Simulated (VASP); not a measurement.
# Ag2O (Pn-3m) in VASP: further runs

Aim: see how the results for Ag2O move with the level of theory and the settings. Levels: BLYP, RPBE. Tasks: single point.

All numbers are computed with VASP 6.6.1; they aren't measurements. Logs are shortened: lines on timing, memory, paths and dates and some standing lists are left out, and cuts for length are marked.

### Step 1. The cell of the first run

It takes space group Pn-3m (No. 224, cubic). The conventional cell has a = 4.731 Å, b = 4.731 Å, c = 4.731 Å, α = 90.00°, β = 90.00°, γ = 90.00°. Within 2.7 Å of Ag (site symmetry -3m) lie 2 O at 2.05 Å. O (site symmetry -43m) has 4 Ag at 2.05 Å within 2.7 Å.

### Step 2. Single point, BLYP

The input, INCAR:

```
PREC     = Accurate       # precision mode
ENCUT    = 600            # plane-wave cutoff, eV
EDIFF    = 1E-6           # SCF threshold, eV
ISMEAR   = 0              # smearing method
SIGMA    = 0.05           # smearing width, eV
LREAL    = F              # projectors in reciprocal space
LASPH    = T              # aspherical terms in the spheres
NELM     = 120            # most SCF steps
ALGO     = Normal         # electronic algorithm
ISIF     = 2              # what is computed and relaxed
LWAVE    = F              # write WAVECAR
LCHARG   = T              # write CHGCAR
GGA      = B5             # functional
ALDAX    = 1.0          
AGGAX    = 1.0          
AGGAC    = 1.0          
ALDAC    = 0.0          
LELF     = T              # ELF
LVHAR    = T            
NBANDS   = 37             # bands
GGA_COMPAT= F
```

The input, KPOINTS:

```
Automatic mesh
0
Gamma
  6 6 6
```

The input, POSCAR:

```
Ag2O
1.0
    4.7306105260      0.0000000000      0.0000000000
    0.0000000000      4.7306105260      0.0000000000
    0.0000000000      0.0000000000      4.7306105260
Ag O
4 2
Direct
    0.7500000000      0.7500000000      0.7500000000
    0.7500000000      0.2500000000      0.2500000000
    0.2500000000      0.2500000000      0.7500000000
    0.2500000000      0.7500000000      0.2500000000
    0.0000000000      0.0000000000      0.0000000000
    0.5000000000      0.5000000000      0.5000000000
```

Potentials or basis: VASP PAW PBE potentials, release 64 (Ag, O).

On the command line:

```console
> cat potpaw_PBE.64/Ag/POTCAR potpaw_PBE.64/O/POTCAR > POTCAR
> mpirun -np 1 vasp_std > vasp.out
```

OUTCAR:

```text
PREC = Accurate
   ENCUT = 600
   EDIFF = 1E-6
   ISMEAR = 0
   LREAL = F
   LASPH = T
   NELM = 120
   ISIF = 2
   GGA = B5

 ion  position               nearest neighbor table
   1  0.750  0.750  0.750-   5 2.05   6 2.05   4 3.35   2 3.35   3 3.35   2 3.35   4 3.35   2 3.35
                             3 3.35   2 3.35   3 3.35   4 3.35   4 3.35   3 3.35
   2  0.750  0.250  0.250-   5 2.05   6 2.05   4 3.35   1 3.35   3 3.35   1 3.35   3 3.35   1 3.35
                             4 3.35   1 3.35   3 3.35   4 3.35   3 3.35   4 3.35
   3  0.250  0.250  0.750-   5 2.05   6 2.05   4 3.35   1 3.35   2 3.35   2 3.35   4 3.35   1 3.35
                             4 3.35   4 3.35   1 3.35   2 3.35   2 3.35   1 3.35
   4  0.250  0.750  0.250-   5 2.05   6 2.05   3 3.35   1 3.35   2 3.35   1 3.35   3 3.35   2 3.35
                             3 3.35   3 3.35   1 3.35   2 3.35   1 3.35   2 3.35
   5  0.000  0.000  0.000-   1 2.05   2 2.05   3 2.05   4 2.05
   6  0.500  0.500  0.500-   1 2.05   2 2.05   3 2.05   4 2.05

  LATTYP: Found a simple cubic cell.
 ALAT       =     4.7306105260

  Lattice vectors:

 A1 = (   4.7306105260,   0.0000000000,   0.0000000000)
 A2 = (   0.0000000000,   4.7306105260,   0.0000000000)
 A3 = (   0.0000000000,   0.0000000000,   4.7306105260)

Analysis of symmetry for initial positions (statically):
=====================================================================
 Subroutine PRICEL returns:
 Original cell was already a primitive cell.

 Routine SETGRP: Setting up the symmetry group for a
 simple cubic supercell.

 Subroutine GETGRP returns: Found 48 space group operations
 (whereof 24 operations were pure point group operations)
 out of a pool of 48 trial point group operations.

The static configuration has the point symmetry T_d .
 The point group associated with its full space group is O_h .

Analysis of symmetry for dynamics (positions and initial velocities):
=====================================================================
 Subroutine PRICEL returns:
 Original cell was already a primitive cell.

 Routine SETGRP: Setting up the symmetry group for a
 simple cubic supercell.

 Subroutine GETGRP returns: Found 48 space group operations
 (whereof 24 operations were pure point group operations)
 out of a pool of 48 trial point group operations.

The dynamic configuration has the point symmetry T_d .
 The point group associated with its full space group is O_h .

 Subroutine INISYM returns: Found 48 space group operations
 (whereof 24 operations are pure point group operations),
 and found     1 'primitive' translations

----------------------------------------------------------------------------------------

                                     Primitive cell

  volume of cell :     105.8648

  direct lattice vectors                    reciprocal lattice vectors
     4.730610526  0.000000000  0.000000000     0.211389205  0.000000000  0.000000000
     0.000000000  4.730610526  0.000000000     0.000000000  0.211389205  0.000000000
     0.000000000  0.000000000  4.730610526     0.000000000  0.000000000  0.211389205

  length of vectors
     4.730610526  4.730610526  4.730610526     0.211389205  0.211389205  0.211389205

  position of ions in fractional coordinates (direct lattice)
     0.750000000  0.750000000  0.750000000
     0.750000000  0.250000000  0.250000000
     0.250000000  0.250000000  0.750000000
     0.250000000  0.750000000  0.250000000
     0.000000000  0.000000000  0.000000000
     0.500000000  0.500000000  0.500000000

  ion indices of the primitive-cell ions
   primitive index   ion index
                 1           1
                 2           2
                 3           3
                 4           4
                 5           5
                 6           6

----------------------------------------------------------------------------------------

 KPOINTS: Automatic mesh

Automatic generation of k-mesh.
 Grid dimensions read from file:
 generate k-points for:    6    6    6

 Generating k-lattice:

  Cartesian coordinates                     Fractional coordinates (reciprocal lattice)
     0.035231534  0.000000000  0.000000000     0.166666667  0.000000000  0.000000000
     0.000000000  0.035231534  0.000000000     0.000000000  0.166666667  0.000000000
     0.000000000  0.000000000  0.035231534     0.000000000  0.000000000  0.166666667

  Length of vectors
     0.035231534  0.035231534  0.035231534

  Shift w.r.t. Gamma in fractional coordinates (k-lattice)
     0.000000000  0.000000000  0.000000000

 Subroutine IBZKPT returns following result:
 ===========================================

 Found     20 irreducible k-points:

 Following reciprocal coordinates:
            Coordinates               Weight
  0.000000  0.000000  0.000000      1.000000
  0.166667  0.000000  0.000000      6.000000
  0.333333  0.000000  0.000000      6.000000
  0.500000  0.000000  0.000000      3.000000
  0.166667  0.166667  0.000000     12.000000
  0.333333  0.166667  0.000000     24.000000
[... 12 lines left out ...]
  0.500000  0.500000  0.333333      6.000000
  0.500000  0.500000  0.500000      1.000000
   k-points           NKPTS =     20   k-points in BZ     NKDIM =     20   number of bands    NBANDS=     37
   number of dos      NEDOS =    301   number of ions     NIONS =      6
   total plane-waves  NPLWV =  64000
   dimension x,y,z NGX =    40 NGY =   40 NGZ =   40
   dimension x,y,z NGXF=    80 NGYF=   80 NGZF=   80
   ions per type =               4   2
   NGX,Y,Z   is equivalent  to a cutoff of  14.06, 14.06, 14.06 a.u.
   NGXF,Y,Z  is equivalent  to a cutoff of  28.11, 28.11, 28.11 a.u.
 SYSTEM =  unknown system
   PREC   = accura    normal or accurate (medium, high low for compatibility)
   ISTART =      0    job   : 0-new  1-cont  2-samecut
   ICHARG =      2    charge: 1-file 2-atom 10-const
   ISPIN  =      1    spin polarized calculation?
   LNONCOLLINEAR =      F non collinear calculations
   LSORBIT =      F    spin-orbit coupling
   LASPH  =      T    aspherical Exc in radial PAW
   ENCUT  =  600.0 eV  44.10 Ry    6.64 a.u.   9.45  9.45  9.45*2*pi/ulx,y,z
   NELM   =    120;   NELMIN=  2; NELMDL= -5     # of ELM steps
   EDIFF  = 0.1E-05   stopping-criterion for ELM
   LREAL  =      F    real-space projection
   EDIFFG = 0.1E-04   stopping-criterion for IOM
   NSW    =      0    number of steps for IOM
   IBRION =     -1    ionic relax: 0-MD 1-quasi-New 2-CG
   NFREE  =      0    steps in history (QN), initial steepest desc. (CG)
   ISIF   =      2    stress and relaxation
   ISYM   =      2    0-nonsym 1-usesym 2-fastsym
   POTIM  = 0.5000    time-step for ionic-motion
   TEBEG  =    0.0;   TEEND  =   0.0 temperature during run
   PSTRESS=    0.0 pullay stress
   NELECT =      56.0000    total number of electrons
   NUPDOWN=      -1.0000    fix difference up-down
   EMIN   =  10.00;   EMAX   =-10.00  energy-range for DOS
   EFERMI =   0.00;   METHOD = LEGACY
   ISMEAR =     0;   SIGMA  =   0.05  broadening in eV -4-tet -1-fermi 0-gaus
   EFERMI_NEDOS =   21; number of points for ismear=-14 and -15
   IALGO  =     38    algorithm
   IMIX   =      4    mixing-type and parameters
     AMIX     =   0.40;   BMIX     =  1.00
     AMIX_MAG =   1.60;   BMIX_MAG =  1.00
  volume/ion in A,a.u.               =      17.64       119.07
  Fermi-wavevector in a.u.,A,eV,Ry     =   1.323997  2.501991 23.850576  1.752968
  Thomas-Fermi vector in A             =   2.453564
   LORBIT       =      0    0 simple, 1 ext, 2 COOP (PROOUT), +10 PAW based schemes
   GGA     = B5    functional components
   LHFCALC =     F    Hartree Fock is set to
   AEXX    =    0.0000 exact exchange contribution
   IVDW    =     0    specifies the selected vdW correction
   LEPSILON=     F    determine dielectric tensor
   LRPA    =     F    only Hartree local field effects (RPA)
 non-spin polarized calculation
 Gauss-broadening in eV      SIGMA  =   0.05
  energy-cutoff  :      600.00
  volume of cell :      105.86
 maximum number of plane-waves:      3575
 NGX is ok and might be reduce to    40
   NGX = 19   NGY = 19   NGZ = 19

 number of electron      56.0000016 magnetization

 Free energy of the ion-electron system (eV)
  ---------------------------------------------------
  ext. energy  EPLUGINS =         0.00000000
  ---------------------------------------------------
  free energy    TOTEN  =       -19.13547887 eV

  energy without entropy =      -19.13541628  energy(sigma->0) =      -19.13544757

 E-fermi :   5.0274     XC(G=0): -10.0004

 val. band max:        4.9492357612   @ k =   0.0000   0.0000   0.0000
 cond. band min:       5.0890634219   @ k =   0.0000   0.0000   0.0000
 fundamental gap:      0.1398276607
 Fermi energy:         5.0274045890

 k-point     1 :       0.0000    0.0000    0.0000
  band No.  band energies     occupation
      1     -13.7651      2.00000
      2     -13.0862      2.00000
      3      -1.8062      2.00000
      4      -1.8062      2.00000
      5      -1.8062      2.00000
      6       0.3948      2.00000
[... 29 lines left out ...]
     36      13.6630      0.00000
     37      13.6630      0.00000

 k-point     2 :       0.1667    0.0000    0.0000
  band No.  band energies     occupation
      1     -13.7220      2.00000
      2     -13.1343      2.00000
      3      -1.7142      2.00000
      4      -1.7142      2.00000
      5      -1.6760      2.00000
      6       0.4801      2.00000
[... 29 lines left out ...]
     36      13.4036      0.00000
     37      13.4036      0.00000

 k-point     3 :       0.3333    0.0000    0.0000
  band No.  band energies     occupation
      1     -13.6026      2.00000
      2     -13.2637      2.00000
      3      -1.4719      2.00000
      4      -1.4719      2.00000
      5      -1.3037      2.00000
      6      -0.0800      2.00000
[... 29 lines left out ...]
     36      12.9861      0.00000
     37      12.9861      0.00000
[... 601 lines left out ...]
 k-point    19 :       0.5000    0.5000    0.3333
  band No.  band energies     occupation
      1     -13.6745      2.00000
      2     -13.1601      2.00000
      3      -1.6230      2.00000
      4      -1.6230      2.00000
      5      -1.5434      2.00000
      6       0.4223      2.00000
[... 29 lines left out ...]
     36      12.0039      0.00000
     37      17.1600      0.00000

 k-point    20 :       0.5000    0.5000    0.5000
  band No.  band energies     occupation
      1     -13.7106      2.00000
      2     -13.1159      2.00000
      3      -1.6690      2.00000
      4      -1.6690      2.00000
      5      -1.6690      2.00000
      6       0.7451      2.00000
[... 29 lines left out ...]
     36      11.0989      0.00000
     37      17.8067      0.00000

------------------------ aborting loop because EDIFF is reached ----------------------------------------

  FORCE on cell =-STRESS in cart. coord.  units (eV):
  Direction    XX          YY          ZZ          XY          YZ          ZX
  --------------------------------------------------------------------------------------
  -------------------------------------------------------------------------------------
  Total        5.7716339      5.7716339      5.7716339      0.0000000     -0.0000000      0.0000000
  in kB       87.3489682     87.3489682     87.3489682      0.0000000     -0.0000000      0.0000000
  external PRESSURE =      87.3489682 kB  Pullay stress =       0.0000000 kB

 VOLUME and BASIS-vectors are now :
 -----------------------------------------------------------------------------
  energy-cutoff  :      600.00
  volume of cell :      105.86
      direct lattice vectors                 reciprocal lattice vectors
     4.730610526  0.000000000  0.000000000     0.211389205  0.000000000  0.000000000
     0.000000000  4.730610526  0.000000000     0.000000000  0.211389205  0.000000000
     0.000000000  0.000000000  4.730610526     0.000000000  0.000000000  0.211389205

 POSITION                                       TOTAL-FORCE (eV/Angst)
 -----------------------------------------------------------------------------------
      3.54796      3.54796      3.54796        -0.000000     -0.000000     -0.000000
      3.54796      1.18265      1.18265         0.000000     -0.000000     -0.000000
      1.18265      1.18265      3.54796        -0.000000      0.000000      0.000000
      1.18265      3.54796      1.18265         0.000000      0.000000      0.000000
      0.00000      0.00000      0.00000        -0.000000      0.000000     -0.000000
      2.36531      2.36531      2.36531        -0.000000      0.000000     -0.000000
 -----------------------------------------------------------------------------------
    total drift:                                0.000000      0.000000      0.000000

  FREE ENERGIE OF THE ION-ELECTRON SYSTEM (eV)
  ---------------------------------------------------
  free  energy   TOTEN  =       -19.1354788667 eV

  energy  without entropy=      -19.1354162797  energy(sigma->0) =      -19.13544757
```

Run time: 72 s. Hardware: 1 thread of AMD EPYC 9R45 (Zen 5), shared host; peak memory 0.24 GiB.

Results:

```
Free energy            : -19.1355 eV
Pressure               : 8.7 GPa
Band gap on the k mesh : 0.14 eV
```

Levels at points of the mesh, in eV from the valence-band top:
```tsv
k point	band 26	band 27	band 28	band 29	band 30	band 31
(0.00, 0.00, 0.00)	0.00	0.00	0.00	0.14	2.19	2.19
(0.50, 0.00, 0.00)	-1.58	-0.47	-0.47	2.18	2.18	4.87
(0.50, 0.50, 0.00)	-1.59	-0.81	-0.81	2.24	2.24	3.83
(0.50, 0.50, 0.50)	-0.69	-0.69	-0.69	2.74	2.74	2.74
```

Caveat: the cell stands under pressure; the PAW data sets were made with another functional, which shifts forces and pressure a little.

### Step 3. Single point, RPBE

The input, INCAR:

```
SYSTEM = Ag2O
  ALGO = Normal
  EDIFF = 1E-6
  ENCUT = 600
  GGA = RP
  GGA_COMPAT = .FALSE.
  ISIF = 2
  ISMEAR = 0
  LASPH = .TRUE.
  LCHARG = .TRUE.
  LELF = .TRUE.
  LREAL = .FALSE.
  LVHAR = .TRUE.
  LWAVE = .FALSE.
  NBANDS = 37
  NELM = 120
  PREC = Accurate
  SIGMA = 0.05
```

The input, KPOINTS:

```
k-points
0
G
  6 6 6
  0 0 0
```

POSCAR is that of step 2.

Potentials or basis: VASP PAW PBE potentials, release 64 (Ag, O).

On the command line:

```console
> cat potpaw_PBE.64/Ag/POTCAR potpaw_PBE.64/O/POTCAR > POTCAR
> mpirun -np 1 vasp_std > vasp.out
```

Run time: 52 s. Hardware: 1 thread of AMD EPYC 9R45 (Zen 5), shared host; peak memory 0.25 GiB.

The run converged. Its results:

```yaml
Free_energy: -18.7329 eV
Pressure: 7.6 GPa
Band_gap_on_the_k_mesh: 0.05 eV
```

Levels at points of the mesh, in eV from the valence-band top:
| k point | band 24 | band 25 | band 26 | band 27 | band 28 | band 29 | band 30 | band 31 | band 32 | band 33 |
| --- | --- | --- | --- | --- | --- | --- | --- | --- | --- | --- |
| (0.00, 0.00, 0.00) | -2.67 | -2.67 | 0.00 | 0.00 | 0.00 | 0.05 | 2.12 | 2.12 | 7.34 | 7.34 |
| (0.50, 0.00, 0.00) | -2.61 | -1.61 | -1.61 | -0.47 | -0.47 | 2.12 | 2.12 | 4.81 | 4.81 | 7.00 |
| (0.50, 0.50, 0.00) | -1.98 | -1.62 | -1.62 | -0.82 | -0.82 | 2.17 | 2.17 | 3.79 | 3.79 | 6.87 |
| (0.50, 0.50, 0.50) | -2.75 | -1.76 | -0.69 | -0.69 | -0.69 | 2.66 | 2.66 | 2.66 | 4.92 | 4.92 |

Caveat: the cell stands under pressure; the PAW data sets were made with another functional, which shifts forces and pressure a little. A k mesh can miss the band edges.
